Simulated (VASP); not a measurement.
# NaCl (Pm-3m) in VASP: further runs, part 2 of 3

VASP 6.6.1. The steps go on from the part before.

### 4 Electric field gradients, PBE (12.05 Å³/atom)

This run uses another cell than the first one, of 12.05 Å³/atom.

Input file INCAR:

```
  PREC = Accurate
  ENCUT = 400
  EDIFF = 1E-8
  ISMEAR = -1
  SIGMA = 0.02
  LREAL = F
  LASPH = T
  NELM = 120
  ALGO = Normal
  ISIF = 2
  LWAVE = F
  LCHARG = F
  GGA = PE
  LEFG = T
  NBANDS = 14
  GGA_COMPAT = F
```

Input file KPOINTS:

```
regular mesh
0
Gamma
  8 8 8
```

Input file POSCAR:

```
NaCl
1.0
    2.8883186734      0.0000000000      0.0000000000
    0.0000000000      2.8883186734      0.0000000000
    0.0000000000      0.0000000000      2.8883186734
Na Cl
1 1
Direct
    0.0000000000      0.0000000000      0.0000000000
    0.5000000000      0.5000000000      0.5000000000
```

Potentials or basis: VASP PAW PBE potentials, release 64 (Na_pv, Cl).

Started as:

```bash
$ cat potpaw_PBE.64/Na_pv/POTCAR potpaw_PBE.64/Cl/POTCAR > POTCAR
$ mpirun -np 1 vasp_std > vasp.out
```

OUTCAR:

```text
PREC = Accurate
   ENCUT = 400
   EDIFF = 1E-8
   ISMEAR = -1
   LREAL = F
   LASPH = T
   NELM = 120
   ISIF = 2
   GGA = PE

 ion  position               nearest neighbor table
   1  0.000  0.000  0.000-   2 2.50   2 2.50   2 2.50   2 2.50   2 2.50   2 2.50   2 2.50   2 2.50

   2  0.500  0.500  0.500-   1 2.50   1 2.50   1 2.50   1 2.50   1 2.50   1 2.50   1 2.50   1 2.50

  LATTYP: Found a simple cubic cell.
 ALAT       =     2.8883186734

  Lattice vectors:

 A1 = (   2.8883186734,   0.0000000000,   0.0000000000)
 A2 = (   0.0000000000,   2.8883186734,   0.0000000000)
 A3 = (   0.0000000000,   0.0000000000,   2.8883186734)

[... 619 lines left out ...]
  free  energy   TOTEN  =        -4.4674341700 eV

  energy  without entropy=       -4.4674341699  energy(sigma->0) =       -4.46743417

 Electric field gradients (V/A^2)
---------------------------------------------------------------------
 ion       V_xx      V_yy      V_zz      V_xy      V_xz      V_yz
---------------------------------------------------------------------
   1      -0.000    -0.000     0.000     0.000    -0.000    -0.000
   2       0.000     0.000     0.000     0.000     0.000     0.000
---------------------------------------------------------------------

 Electric field gradients after diagonalization (V/A^2)
 (convention: |V_zz| > |V_xx| > |V_yy|)
----------------------------------------------------------------------
 ion       V_xx      V_yy      V_zz     asymmetry (V_yy - V_xx)/ V_zz
----------------------------------------------------------------------
   1       0.000    -0.000    -0.000       0.688
   2       0.000     0.000     0.000      -0.392
----------------------------------------------------------------------

           NMR quadrupolar parameters

 Cq : quadrupolar parameter    Cq=e*Q*V_zz/h
 eta: asymmetry parameters     (V_yy - V_xx)/ V_zz
 Q  : nuclear electric quadrupole moment in mb (millibarn)
----------------------------------------------------------------------
 ion       Cq(MHz)       eta       Q (mb)
----------------------------------------------------------------------
   1      -0.000       0.688       1.000
   2       0.000      -0.392       1.000
----------------------------------------------------------------------
```

It took 17 s on 1 thread of AMD EPYC, shared host; peak memory 0.09 GiB.

Results:

```yaml
Free_energy: -4.4674 eV
Pressure: 57.6 GPa
Band_gap_on_the_k_mesh: 4.53 eV
Largest_electric_field_gradient_by_atom: zero within the noise of the run
```

Levels at points of the mesh, in eV from the valence-band top:
| k point | band 4 | band 5 | band 6 | band 7 | band 8 | band 9 | band 10 | band 11 |
| --- | --- | --- | --- | --- | --- | --- | --- | --- |
| (0.00, 0.00, 0.00) | -16.72 | -1.21 | -1.21 | -1.21 | 6.84 | 6.84 | 7.19 | 17.75 |
| (0.50, 0.00, 0.00) | -15.18 | -6.63 | -0.74 | -0.74 | 9.16 | 9.40 | 12.75 | 12.75 |
| (0.50, 0.50, 0.00) | -14.45 | -5.14 | -5.14 | 0.00 | 4.53 | 10.72 | 12.84 | 12.84 |
| (0.50, 0.50, 0.50) | -13.32 | -4.57 | -4.57 | -4.57 | 6.42 | 6.42 | 6.42 | 16.81 |

Caveat: the cell stands under pressure. A k mesh can miss the band edges.

### 5 Electric field gradients, r2SCAN

This run uses another cell than the first one, of 11.70 Å³/atom.

Input file POSCAR:

```
NaCl
1.0
    2.8600000000      0.0000000000      0.0000000000
    0.0000000000      2.8600000000      0.0000000000
    0.0000000000      0.0000000000      2.8600000000
Na Cl
1 1
Direct
    0.0000000000      0.0000000000      0.0000000000
    0.5000000000      0.5000000000      0.5000000000
```

Input file INCAR.step1:

```
  PREC = Accurate
  ENCUT = 440
  ISMEAR = -1
  SIGMA = 0.02
  LREAL = F
  LASPH = T
  NELM = 120
  NBANDS = 14
  GGA = PE
  ALGO = Normal
  EDIFF = 1E-5
  LWAVE = T
  LCHARG = F
  GGA_COMPAT = F
```

Input file INCAR.step2:

```
  PREC = Accurate
  ENCUT = 440
  EDIFF = 1E-8
  ISMEAR = -1
  SIGMA = 0.02
  LREAL = F
  LASPH = T
  NELM = 120
  ALGO = Normal
  ISIF = 2
  LWAVE = F
  LCHARG = F
  METAGGA = R2SCAN
  LMIXTAU = T
  LEFG = T
  NBANDS = 14
  ISTART = 1
  GGA_COMPAT = F
```

KPOINTS is that of step 4.

Potentials or basis: VASP PAW PBE potentials, release 64 (Na_pv, Cl).

Started as:

```bash
$ cat potpaw_PBE.64/Na_pv/POTCAR potpaw_PBE.64/Cl/POTCAR > POTCAR
$ cp INCAR.step1 INCAR
$ mpirun -np 1 vasp_std > vasp.out
$ cp INCAR.step2 INCAR
$ mpirun -np 1 vasp_std > vasp.out
```

OUTCAR:

```text
PREC = Accurate
   ENCUT = 440
   EDIFF = 1E-8
   ISMEAR = -1
   LREAL = F
   LASPH = T
   NELM = 120
   ISIF = 2
   METAGGA = R2SCAN
   ISTART = 1

 ion  position               nearest neighbor table
   1  0.000  0.000  0.000-   2 2.48   2 2.48   2 2.48   2 2.48   2 2.48   2 2.48   2 2.48   2 2.48

   2  0.500  0.500  0.500-   1 2.48   1 2.48   1 2.48   1 2.48   1 2.48   1 2.48   1 2.48   1 2.48

  LATTYP: Found a simple cubic cell.
 ALAT       =     2.8600000000

  Lattice vectors:

 A1 = (   2.8600000000,   0.0000000000,   0.0000000000)
 A2 = (   0.0000000000,   2.8600000000,   0.0000000000)
 A3 = (   0.0000000000,   0.0000000000,   2.8600000000)

Analysis of symmetry for initial positions (statically):
=====================================================================
 Subroutine PRICEL returns:
 Original cell was already a primitive cell.

 Routine SETGRP: Setting up the symmetry group for a
 simple cubic supercell.

 Subroutine GETGRP returns: Found 48 space group operations
 (whereof 48 operations were pure point group operations)
[... 596 lines left out ...]
     2.860000000  0.000000000  0.000000000     0.349650350  0.000000000  0.000000000
     0.000000000  2.860000000  0.000000000     0.000000000  0.349650350  0.000000000
     0.000000000  0.000000000  2.860000000     0.000000000  0.000000000  0.349650350

 POSITION                                       TOTAL-FORCE (eV/Angst)
 -----------------------------------------------------------------------------------
      0.00000      0.00000      0.00000         0.000000      0.000000      0.000000
      1.43000      1.43000      1.43000         0.000000      0.000000      0.000000
 -----------------------------------------------------------------------------------
    total drift:                                0.000000      0.000000      0.000000

  FREE ENERGIE OF THE ION-ELECTRON SYSTEM (eV)
  ---------------------------------------------------
  free  energy   TOTEN  =       -11.4074137872 eV

  energy  without entropy=      -11.4074137872  energy(sigma->0) =      -11.40741379

 Electric field gradients (V/A^2)
---------------------------------------------------------------------
 ion       V_xx      V_yy      V_zz      V_xy      V_xz      V_yz
---------------------------------------------------------------------
   1       0.000     0.000     0.000     0.000     0.000    -0.000
   2      -0.000    -0.000     0.000    -0.000    -0.000    -0.000
---------------------------------------------------------------------

 Electric field gradients after diagonalization (V/A^2)
 (convention: |V_zz| > |V_xx| > |V_yy|)
----------------------------------------------------------------------
 ion       V_xx      V_yy      V_zz     asymmetry (V_yy - V_xx)/ V_zz
----------------------------------------------------------------------
   1       0.000     0.000     0.000      -0.187
   2       0.000    -0.000    -0.000       0.577
----------------------------------------------------------------------

           NMR quadrupolar parameters

 Cq : quadrupolar parameter    Cq=e*Q*V_zz/h
 eta: asymmetry parameters     (V_yy - V_xx)/ V_zz
 Q  : nuclear electric quadrupole moment in mb (millibarn)
----------------------------------------------------------------------
 ion       Cq(MHz)       eta       Q (mb)
----------------------------------------------------------------------
   1       0.000      -0.187       1.000
   2      -0.000       0.577       1.000
----------------------------------------------------------------------
```

OSZICAR.step1:

```text
N       E                     dE             d eps       ncg     rms          rms(c)
DAV:   1     0.934607826577E+02    0.93461E+02   -0.64866E+03  1000   0.110E+03
DAV:   2     0.254088820777E+00   -0.93207E+02   -0.86171E+02  1138   0.290E+02
DAV:   3    -0.446377621445E+01   -0.47179E+01   -0.46949E+01  1274   0.611E+01
DAV:   4    -0.451337475909E+01   -0.49599E-01   -0.49590E-01  1088   0.633E+00
DAV:   5    -0.451404031362E+01   -0.66555E-03   -0.66553E-03  1304   0.765E-01    0.580E+00
DAV:   6    -0.425277496327E+01    0.26127E+00   -0.22628E-01  1340   0.575E+00    0.390E+00
DAV:   7    -0.419962115241E+01    0.53154E-01   -0.13401E-01  1334   0.379E+00    0.184E+00
DAV:   8    -0.419866053255E+01    0.96062E-03   -0.10312E-02  1070   0.113E+00    0.325E-01
DAV:   9    -0.419852574588E+01    0.13479E-03   -0.24447E-04  1294   0.268E-01    0.723E-02
DAV:  10    -0.419853541767E+01   -0.96718E-05   -0.37810E-05  1182   0.121E-01
   1 F= -.41985354E+01 E0= -.41985354E+01  d E =-.444710E-11
```

Wall time 50 s (1 thread of AMD EPYC 7R43 (Zen 3), shared host); peak memory 0.09 GiB.

What came out:

| Item | Value |
| --- | --- |
| Free energy | -11.4074 eV |
| Pressure | 62.8 GPa |
| Band gap on the k mesh | 5.08 eV |
| Largest electric field gradient by atom | zero within the noise of the run |

Levels at points of the mesh, in eV from the valence-band top:
```tsv
k point	band 3	band 4	band 5	band 6	band 7	band 8	band 9	band 10	band 11	band 12
(0.00, 0.00, 0.00)	-23.54	-17.64	-1.28	-1.28	-1.28	7.22	7.22	8.56	18.57	18.57
(0.50, 0.00, 0.00)	-23.51	-15.98	-6.98	-0.82	-0.82	9.93	10.26	13.55	13.55	14.63
(0.50, 0.50, 0.00)	-23.48	-15.21	-5.47	-5.47	0.00	5.08	11.51	13.41	13.41	16.85
(0.50, 0.50, 0.50)	-23.71	-13.95	-4.93	-4.93	-4.93	7.02	7.02	7.02	18.56	24.50
```

Caveat: the cell stands under pressure; the PAW data sets were made with another functional, which shifts forces and pressure a little. A k mesh can miss the band edges.

(Part 2 of 3 ends here.)
